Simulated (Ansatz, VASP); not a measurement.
**One calculation of VB4Os, two programs**

```
V B Os
1.0
     2.87749    0.00000    0.00000
    -1.43874    2.49198    0.00000
     0.00000    0.00000    7.45371
V B Os
1 4 1
Direct
  0.00000 0.00000 0.00000
  0.00000 0.00000 0.70948
  0.33333 0.66667 0.79692
  0.33333 0.66667 0.20308
  0.00000 0.00000 0.29052
  0.33333 0.66667 0.50000
```

Alike in both runs: task single point; functional PBE; k mesh 9 × 9 × 3; collinear spin.

```csv
,VASP,Ansatz
version,VASP 6.6.1,Ansatz 0.2.0
potentials or method,"VASP PAW PBE potentials, release 64 (V_sv, B, Os), cutoff 520 eV","plane waves, PAW"
occupations,"fermi-dirac, width 0.1 eV",fermi-dirac
valence electrons in the cell,33,41
```

```tsv
	VASP	Ansatz	Ansatz less VASP
net moment per atom (μB)	0.00	0.00	0.000
```

VASP's potentials hold 33 valence electrons a cell and Ansatz's 41, so a difference there can come from the potentials and not from the codes. Ansatz's warnings: seeded moment not kept, structure snapped to symmetry.

Neither program's run includes spin-orbit coupling.
